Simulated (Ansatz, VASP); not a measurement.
One calculation of Al6H, two programs

```
Al H
1.0
     5.71430    0.00000    0.00000
    -2.85715    4.94873    0.00000
     0.00000    0.00000   22.60164
Al H
12 2
Cartesian
  1.4286 0.8248 4.0000
  0.0000 3.2992 4.0000
  4.2857 0.8248 4.0000
  2.8572 3.2992 4.0000
  0.0000 1.6496 6.3009
  -1.4286 4.1239 6.3009
  2.8572 1.6496 6.3009
  1.4286 4.1239 6.3009
  0.0000 0.0000 8.6016
  -1.4286 2.4744 8.6016
  2.8572 0.0000 8.6016
  1.4286 2.4744 8.6016
  0.0000 1.5499 9.0516
  0.0000 3.3989 9.0516
```

Alike in both runs: task single point; functional PBE; k mesh 6 × 6 × 1; occupations gaussian, width 0.1 eV; no spin polarisation.

|  | VASP | Ansatz |
| --- | --- | --- |
| version | VASP 6.6.1 | Ansatz 0.2.0 |
| potentials or method | VASP PAW PBE potentials, release 64 (Al, H), cutoff 520 eV | scalar-relativistic, plane waves, PAW |
| valence electrons in the cell | 38 | 38 |

VASP gave:

| Property | Result |
| --- | --- |
| gap on the k mesh at the Fermi level (eV) | none |
| rms of the force components (eV/Å) | 0.565 |
| work function, face that differs most (eV) | 3.82 |

Problem. Estimate Ansatz's values.

Solution. gap on the k mesh at the Fermi level (eV): none; rms of the force components (eV/Å): 0.567; work function, face that differs most (eV): 3.82.

Atom by atom the forces differ by 0.003 eV/Å (rms over components). A gap of «none» marks a metal or a gap that the smearing closes.
